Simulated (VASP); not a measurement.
Wanted: the native input for a VASP 6.6.1 run.

- Task: single point
- Functional: PBE
- Potentials or basis: VASP PAW PBE potentials, release 64 (Ir)
- Cutoff: 520 eV
- k mesh: 22 × 22 × 22
- Occupations: gaussian, width 0.15 eV
- Spin: no spin polarisation
- Dipole correction: no
- Further INCAR settings: ALGO = Normal; EDIFF = 1e-07; NBANDS = 10

The structure of Ir lies in POSCAR:

```
Ir
1.0
    0.0000000000      1.9420255631      2.0445645129
    1.9420255631      0.0000000000      2.0445645129
    1.9420255631      1.9420255631      0.0000000000
Ir
1
Direct
    0.0000000000      0.0000000000      0.0000000000
```

One way to write it, as run:

INCAR

```
PREC     = Accurate       # precision mode
ENCUT    = 520            # plane-wave cutoff, eV
EDIFF    = 1E-7           # SCF threshold, eV
ISMEAR   = 0              # smearing method
SIGMA    = 0.15           # smearing width, eV
LREAL    = F              # projectors in reciprocal space
LASPH    = T              # aspherical terms in the spheres
NELM     = 60             # most SCF steps
ALGO     = Normal         # electronic algorithm
ISIF     = 2              # what is computed and relaxed
LWAVE    = F              # write WAVECAR
LCHARG   = F              # write CHGCAR
GGA      = PE             # functional
NBANDS   = 10             # bands
```

KPOINTS

```
regular mesh
0
Gamma
  22 22 22
```

Potentials or basis: VASP PAW PBE potentials, release 64 (Ir).

Command:

```console
$ cat potpaw_PBE.64/Ir/POTCAR > POTCAR
$ mpirun -np 1 vasp_std > vasp.out
```

It gave:

The pressure is -17.4 GPa. The band gap on the k mesh is zero (an odd number of electrons rules out a gap without spin polarisation).

Caveat: the stress differs along the axes, from -28 to -12 GPa; spin-orbit coupling is left out, which moves the levels of the heavy elements.

Run time: 110 s on 1 thread of Intel Xeon 8259CL (shared host), peak memory 0.26 GiB.
